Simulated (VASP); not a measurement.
# MgO (I4mm) in VASP: a series of runs

MgO is run at these levels: r2SCAN; tasks: single point.

Program: VASP 6.6.1. These are calculated values, not measurements. Logs are shortened: lines on timing, memory, paths and dates and some standing lists are left out, and cuts for length are marked.

## Step 1: The cell of the first run

The structure is tetragonal, space group I4mm (No. 107). Conventional cell: a = 3.020 Å, b = 3.020 Å, c = 4.270 Å, α = 90.00°, β = 90.00°, γ = 90.00°. Mg (site symmetry 4mm) has 6 O at 2.12 to 2.15 Å within 2.8 Å. O (site symmetry 4mm) has 6 Mg at 2.12 to 2.15 Å within 2.8 Å.

## Step 2: Single point, r2SCAN

The input, POSCAR:

```
MgO
1.0
    0.0000000000      2.1351500000      2.1351500000
    2.1351500000      0.0000000000      2.1351500000
    2.1351500000      2.1351500000      0.0000000000
Mg O
1 1
Direct
    0.0000000000      0.0000000000      0.0000000000
    0.4970728052      0.4970728052      0.5029271948
```

The input, INCAR.step1:

```
SYSTEM = MgO
PREC     = Accurate       ! precision mode
ENCUT    = 520            ! plane-wave cutoff, eV
ISMEAR   = 0              ! smearing method
SIGMA    = 0.05           ! smearing width, eV
LREAL    = .FALSE.        ! projectors in reciprocal space
LASPH    = .TRUE.         ! aspherical terms in the spheres
NELM     = 80             ! most SCF steps
NBANDS   = 11             ! bands
GGA      = PE             ! functional
ALGO     = Normal         ! electronic algorithm
EDIFF    = 1E-4           ! SCF threshold, eV
LWAVE    = .TRUE.         ! write WAVECAR
LCHARG   = .FALSE.        ! write CHGCAR
```

The input, INCAR.step2:

```
SYSTEM = MgO
PREC     = Accurate       ! precision mode
ENCUT    = 520            ! plane-wave cutoff, eV
EDIFF    = 1E-7           ! SCF threshold, eV
ISMEAR   = 0              ! smearing method
SIGMA    = 0.05           ! smearing width, eV
LREAL    = .FALSE.        ! projectors in reciprocal space
LASPH    = .TRUE.         ! aspherical terms in the spheres
NELM     = 80             ! most SCF steps
ALGO     = Normal         ! electronic algorithm
ISIF     = 2              ! what is computed and relaxed
LWAVE    = .FALSE.        ! write WAVECAR
LCHARG   = .FALSE.        ! write CHGCAR
METAGGA  = R2SCAN         ! meta-GGA
LMIXTAU  = .TRUE.       
NBANDS   = 11             ! bands
ISTART   = 1
```

The input, KPOINTS:

```
Automatic mesh
0
G
  10 10 10
  0 0 0
```

Potentials or basis: VASP PAW PBE potentials, release 64 (Mg, O).

Launch:

```sh
$ cat potpaw_PBE.64/Mg/POTCAR potpaw_PBE.64/O/POTCAR > POTCAR
$ cp INCAR.step1 INCAR
$ mpirun -np 1 vasp_std > vasp.out
$ cp INCAR.step2 INCAR
$ mpirun -np 1 vasp_std > vasp.out
```

OUTCAR:

```text
SYSTEM = MgO
   PREC = Accurate
   ENCUT = 520
   EDIFF = 1E-7
   ISMEAR = 0
   LREAL = .FALSE.
   LASPH = .TRUE.
   NELM = 80
   ISIF = 2
   METAGGA = R2SCAN
   ISTART = 1

 ion  position               nearest neighbor table
   1  0.000  0.000  0.000-   2 2.12   2 2.14   2 2.14   2 2.14   2 2.14   2 2.15
   2  0.497  0.497  0.503-   1 2.12   1 2.14   1 2.14   1 2.14   1 2.14   1 2.15

  LATTYP: Found a face centered cubic cell.
 ALAT       =     4.2703000000

  Lattice vectors:

 A1 = (   0.0000000000,   2.1351500000,   2.1351500000)
 A2 = (   2.1351500000,   0.0000000000,   2.1351500000)
 A3 = (   2.1351500000,   2.1351500000,   0.0000000000)

Analysis of symmetry for initial positions (statically):
=====================================================================
 Subroutine PRICEL returns:
 Original cell was already a primitive cell.

 Routine SETGRP: Setting up the symmetry group for a
 face centered cubic supercell.

 Subroutine GETGRP returns: Found  8 space group operations
 (whereof  8 operations were pure point group operations)
 out of a pool of 48 trial point group operations.

The static configuration has the point symmetry C_4v.

Analysis of symmetry for dynamics (positions and initial velocities):
=====================================================================
 Subroutine PRICEL returns:
 Original cell was already a primitive cell.

 Routine SETGRP: Setting up the symmetry group for a
 face centered cubic supercell.

 Subroutine GETGRP returns: Found  8 space group operations
 (whereof  8 operations were pure point group operations)
 out of a pool of 48 trial point group operations.

The dynamic configuration has the point symmetry C_4v.

 Subroutine INISYM returns: Found  8 space group operations
 (whereof  8 operations are pure point group operations),
 and found     1 'primitive' translations

----------------------------------------------------------------------------------------

                                     Primitive cell

  volume of cell :      19.4677

  direct lattice vectors                    reciprocal lattice vectors
     0.000000000  2.135150000  2.135150000    -0.234175585  0.234175585  0.234175585
     2.135150000  0.000000000  2.135150000     0.234175585 -0.234175585  0.234175585
     2.135150000  2.135150000  0.000000000     0.234175585  0.234175585 -0.234175585

  length of vectors
     3.019558088  3.019558088  3.019558088     0.405604011  0.405604011  0.405604011

  position of ions in fractional coordinates (direct lattice)
     0.000000000  0.000000000  0.000000000
[... 81 lines left out ...]
   NSW    =      0    number of steps for IOM
   IBRION =     -1    ionic relax: 0-MD 1-quasi-New 2-CG
   NFREE  =      0    steps in history (QN), initial steepest desc. (CG)
   ISIF   =      2    stress and relaxation
   ISYM   =      2    0-nonsym 1-usesym 2-fastsym
   POTIM  = 0.5000    time-step for ionic-motion
   TEBEG  =    0.0;   TEEND  =   0.0 temperature during run
   PSTRESS=    0.0 pullay stress
   NELECT =       8.0000    total number of electrons
   NUPDOWN=      -1.0000    fix difference up-down
   EMIN   =  10.00;   EMAX   =-10.00  energy-range for DOS
   EFERMI =   0.00;   METHOD = LEGACY
   ISMEAR =     0;   SIGMA  =   0.05  broadening in eV -4-tet -1-fermi 0-gaus
   EFERMI_NEDOS =   21; number of points for ismear=-14 and -15
   IALGO  =     38    algorithm
   IMIX   =      4    mixing-type and parameters
     AMIX     =   0.40;   BMIX     =  1.00
     AMIX_MAG =   1.60;   BMIX_MAG =  1.00
  volume/ion in A,a.u.               =       9.73        65.69
  Fermi-wavevector in a.u.,A,eV,Ry     =   1.217119  2.300022 20.155386  1.481379
  Thomas-Fermi vector in A             =   2.352450
   LORBIT       =      0    0 simple, 1 ext, 2 COOP (PROOUT), +10 PAW based schemes
   METAGGA = R2SCAN    functional components
   LHFCALC =     F    Hartree Fock is set to
   AEXX    =    0.0000 exact exchange contribution
   IVDW    =     0    specifies the selected vdW correction
   LEPSILON=     F    determine dielectric tensor
   LRPA    =     F    only Hartree local field effects (RPA)
 non-spin polarized calculation
 Gauss-broadening in eV      SIGMA  =   0.05
  energy-cutoff  :      520.00
  volume of cell :       19.47
 maximum number of plane-waves:       544
   NGX = 11   NGY = 11   NGZ = 11

 number of electron       8.0000001 magnetization

 Free energy of the ion-electron system (eV)
  ---------------------------------------------------
  ext. energy  EPLUGINS =         0.00000000
  ---------------------------------------------------
  free energy    TOTEN  =       -16.13538226 eV

  energy without entropy =      -16.13538226  energy(sigma->0) =      -16.13538226

 E-fermi :   2.8095     XC(G=0): -11.3846

 val. band max:        2.4805870424   @ k =   0.0000   0.0000   0.0000
 cond. band min:       7.6781879793   @ k =   0.0000   0.0000   0.0000
 fundamental gap:      5.1976009369
 Fermi energy:         2.8095320982

 k-point     1 :       0.0000    0.0000    0.0000
  band No.  band energies     occupation
      1     -15.5150      2.00000
      2       2.4804      2.00000
      3       2.4806      2.00000
      4       2.4806      2.00000
      5       7.6782      0.00000
      6      19.0701      0.00000
      7      19.0704      0.00000
      8      19.0704      0.00000
      9      23.0982      0.00000
     10      24.8227      0.00000
     11      24.8232      0.00000
[... 309 lines left out ...]
 k-point    24 :       0.0000   -0.1000    0.1000
  band No.  band energies     occupation
      1     -15.2671      2.00000
      2       1.1713      2.00000
      3       2.1611      2.00000
      4       2.3685      2.00000
      5       9.0962      0.00000
      6      16.7658      0.00000
      7      19.4493      0.00000
      8      19.7427      0.00000
      9      22.6504      0.00000
     10      24.1597      0.00000
     11      26.1869      0.00000

 [... further k-points ...]
[... 5 lines left out ...]
  --------------------------------------------------------------------------------------
  -------------------------------------------------------------------------------------
  Total       -0.9948356     -0.9948356     -0.9890075      0.0000000     -0.0000000      0.0000000
  in kB      -81.8741340    -81.8741340    -81.3944924      0.0000000     -0.0000000      0.0000000
  external PRESSURE =     -81.7142535 kB  Pullay stress =       0.0000000 kB

 VOLUME and BASIS-vectors are now :
 -----------------------------------------------------------------------------
  energy-cutoff  :      520.00
  volume of cell :       19.47
      direct lattice vectors                 reciprocal lattice vectors
     0.000000000  2.135150000  2.135150000    -0.234175585  0.234175585  0.234175585
     2.135150000  0.000000000  2.135150000     0.234175585 -0.234175585  0.234175585
     2.135150000  2.135150000  0.000000000     0.234175585  0.234175585 -0.234175585

 POSITION                                       TOTAL-FORCE (eV/Angst)
 -----------------------------------------------------------------------------------
      0.00000      0.00000      0.00000         0.000000      0.000000     -0.056490
      2.13515      2.13515      2.12265         0.000000      0.000000      0.056490
 -----------------------------------------------------------------------------------
    total drift:                                0.000000      0.000000     -0.002208

  FREE ENERGIE OF THE ION-ELECTRON SYSTEM (eV)
  ---------------------------------------------------
  free  energy   TOTEN  =       -16.1353822609 eV

  energy  without entropy=      -16.1353822609  energy(sigma->0) =      -16.13538226
```

It took 30 s on 1 thread of Intel Xeon 6975P-C (Granite Rapids), shared host; peak memory 0.16 GiB.

Results:

```yaml
Free_energy: -16.1354 eV
Pressure: -8.2 GPa
Largest_force: 0.056 eV/Å
Band_gap_on_the_k_mesh: 5.20 eV, direct
```

Forces on the atoms (eV/Å):
```
Mg   0.000  0.000 -0.056
O    0.000  0.000  0.056
```

Caveat: the cell differs from its parent crystal (all O atoms moved +0.013 Å, as atom 2 towards its neighbour atom 1 (Mg) at 2.135 Å); the PAW data sets were made with another functional, which shifts forces and pressure a little.

## Step 3: Single point, r2SCAN

POSCAR: that of step 2 with these lines changed.

```diff
@@ -9,2 +9,2 @@
     0.0000000000      0.0000000000      0.0000000000
-    0.4970728052      0.4970728052      0.5029271948
+    0.5117087792      0.5117087792      0.4882912208
```

The input, INCAR.step1:

```
PREC = Accurate
ENCUT = 660
ISMEAR = 0
SIGMA = 0.05
LREAL = F
LASPH = T
NELM = 120
NBANDS = 15
GGA = PE
ALGO = Normal
EDIFF = 1E-5
LWAVE = T
LCHARG = F
GGA_COMPAT = F
```

The input, INCAR.step2:

```
PREC = Accurate
ENCUT = 660
EDIFF = 1E-6
ISMEAR = 0
SIGMA = 0.05
LREAL = F
LASPH = T
NELM = 120
ALGO = Normal
ISIF = 2
LWAVE = F
LCHARG = F
METAGGA = R2SCAN
LMIXTAU = T
NBANDS = 15
ISTART = 1
GGA_COMPAT = F
```

The input, KPOINTS:

```
Automatic mesh
0
Gamma
  10 10 10
```

Potentials or basis: VASP PAW PBE potentials, release 64 (Mg_sv, O).

Launch:

```sh
$ cat potpaw_PBE.64/Mg_sv/POTCAR potpaw_PBE.64/O/POTCAR > POTCAR
$ cp INCAR.step1 INCAR
$ mpirun -np 1 vasp_std > vasp.out
$ cp INCAR.step2 INCAR
$ mpirun -np 1 vasp_std > vasp.out
```

Run time: 2.3 min. Hardware: 1 thread of Intel Xeon Platinum 8375C at 2.90GHz (Ice Lake), shared host; peak memory 0.19 GiB.

The run converged. Its results:

* Free energy: -16.1528 eV
* Pressure: -7.0 GPa
* Largest force: 0.235 eV/Å
* Band gap on the k mesh: 5.25 eV, direct

Forces on the atoms (eV/Å):
```
Mg   0.000  0.000  0.235
O    0.000  0.000 -0.235
```

Stress tensor (GPa, compression positive):
```
-7.25  0.00  0.00
 0.00 -7.25  0.00
 0.00  0.00 -6.48
```

Levels at points of the mesh, in eV from the valence-band top:
| k point | band 6 | band 7 | band 8 | band 9 | band 10 | band 11 |
| --- | --- | --- | --- | --- | --- | --- |
| (0.00, 0.00, 0.00) | 0.00 | 0.00 | 0.00 | 5.25 | 16.62 | 16.63 |
| (0.50, 0.00, 0.00) | -4.41 | -0.63 | -0.63 | 8.56 | 13.36 | 17.07 |
| (0.50, 0.50, 0.00) | -3.90 | -1.31 | -1.31 | 9.98 | 10.71 | 13.86 |
| (0.00, 0.50, 0.50) | -3.91 | -1.31 | -1.31 | 9.99 | 10.71 | 13.86 |

Caveat: the cell differs from its parent crystal (all O atoms moved -0.050 Å, as atom 2 towards its neighbour atom 1 (Mg) at 2.135 Å); the PAW data sets were made with another functional, which shifts forces and pressure a little.

## Step 4: Single point, r2SCAN

POSCAR: that of step 3 with these lines changed.

```diff
@@ -9,2 +9,2 @@
     0.0000000000      0.0000000000      0.0000000000
-    0.5117087792      0.5117087792      0.4882912208
+    0.4824368311      0.4824368311      0.5175631689
```

INCAR.step1 is that of step 3.

INCAR.step2 is that of step 3.

The input, KPOINTS:

```
regular mesh
0
Gamma
  10 10 10
```

Launch:

```sh
$ cat potpaw_PBE.64/Mg_sv/POTCAR potpaw_PBE.64/O/POTCAR > POTCAR
$ cp INCAR.step1 INCAR
$ mpirun -np 1 vasp_std > vasp.out
$ cp INCAR.step2 INCAR
$ mpirun -np 1 vasp_std > vasp.out
```

It took 3.2 min on 1 thread of AMD EPYC 9R14 (Zen 4), shared host; peak memory 0.15 GiB.

It converged, with:

```yaml
Free_energy: -16.1453 eV
Pressure: -6.7 GPa
Largest_force: 0.359 eV/Å
Band_gap_on_the_k_mesh: 5.25 eV, direct
```

Forces in eV/Å, atoms in the order of the input:
```
Mg   0.000  0.000 -0.359
O    0.000  0.000  0.359
```

Stress tensor (GPa, compression positive):
```
-7.31  0.00  0.00
 0.00 -7.31  0.00
 0.00  0.00 -5.57
```

Levels at points of the mesh, in eV from the valence-band top:
```tsv
k point	band 4	band 5	band 6	band 7	band 8	band 9	band 10	band 11	band 12	band 13
(0.00, 0.00, 0.00)	-40.21	-17.98	-0.01	0.00	0.00	5.25	16.63	16.64	16.64	20.59
(0.50, 0.00, 0.00)	-40.22	-16.81	-4.41	-0.63	-0.63	8.56	13.34	17.07	17.10	21.87
(0.50, 0.50, 0.00)	-40.24	-16.61	-3.90	-1.30	-1.30	9.98	10.69	13.87	19.82	19.82
(0.00, 0.50, 0.50)	-40.24	-16.61	-3.90	-1.31	-1.31	10.00	10.70	13.87	19.81	19.85
```

Caveat: the cell differs from its parent crystal (all O atoms moved +0.075 Å, as atom 2 towards its neighbour atom 1 (Mg) at 2.135 Å); the PAW data sets were made with another functional, which shifts forces and pressure a little.

## Step 5: Single point, r2SCAN

POSCAR: that of step 4 with these lines changed.

```diff
@@ -9,2 +9,2 @@
     0.0000000000      0.0000000000      0.0000000000
-    0.4824368311      0.4824368311      0.5175631689
+    0.4941456104      0.4941456104      0.5058543896
```

The input, INCAR.step1:

```
  PREC = Accurate
  ENCUT = 660
  ISMEAR = 0
  SIGMA = 0.05
  LREAL = F
  LASPH = T
  NELM = 120
  NBANDS = 15
  GGA = PE
  ALGO = Normal
  EDIFF = 1E-5
  LWAVE = T
  LCHARG = F
  GGA_COMPAT = F
```

The input, INCAR.step2:

```
  PREC = Accurate
  ENCUT = 660
  EDIFF = 1E-6
  ISMEAR = 0
  SIGMA = 0.05
  LREAL = F
  LASPH = T
  NELM = 120
  ALGO = Normal
  ISIF = 2
  LWAVE = F
  LCHARG = T
  METAGGA = R2SCAN
  LMIXTAU = T
  LELF = T
  LVHAR = T
  NBANDS = 15
  ISTART = 1
  GGA_COMPAT = F
```

KPOINTS is that of step 4.

Launch:

```sh
$ cat potpaw_PBE.64/Mg_sv/POTCAR potpaw_PBE.64/O/POTCAR > POTCAR
$ cp INCAR.step1 INCAR
$ mpirun -np 1 vasp_std > vasp.out
$ cp INCAR.step2 INCAR
$ mpirun -np 1 vasp_std > vasp.out
```

Wall time 78 s (1 thread of Intel Xeon 6975P-C (Granite Rapids), shared host); peak memory 0.18 GiB.

It converged, with:

```yaml
Free_energy: -16.1572 eV
Pressure: -7.1 GPa
Largest_force: 0.117 eV/Å
Band_gap_on_the_k_mesh: 5.25 eV, direct
```

Forces on the atoms (eV/Å):
```
Mg   0.000  0.000 -0.117
O    0.000  0.000  0.117
```

Stress tensor (GPa, compression positive):
```
-7.21  0.00  0.00
 0.00 -7.21  0.00
 0.00  0.00 -7.02
```

Levels at points of the mesh, in eV from the valence-band top:
```csv
k point,band 5,band 6,band 7,band 8,band 9,band 10,band 11,band 12
"(0.00, 0.00, 0.00)",-17.98,0.00,0.00,0.00,5.25,16.62,16.62,16.62
"(0.50, 0.00, 0.00)",-16.81,-4.41,-0.63,-0.63,8.56,13.36,17.07,17.08
"(0.50, 0.50, 0.00)",-16.61,-3.91,-1.31,-1.31,9.98,10.72,13.86,19.81
"(0.00, 0.50, 0.50)",-16.61,-3.91,-1.31,-1.31,9.98,10.72,13.86,19.81
```

Caveat: the cell differs from its parent crystal (all O atoms moved +0.025 Å, as atom 2 towards its neighbour atom 1 (Mg) at 2.135 Å); the PAW data sets were made with another functional, which shifts forces and pressure a little.

(Continued in part 2 of 2.)
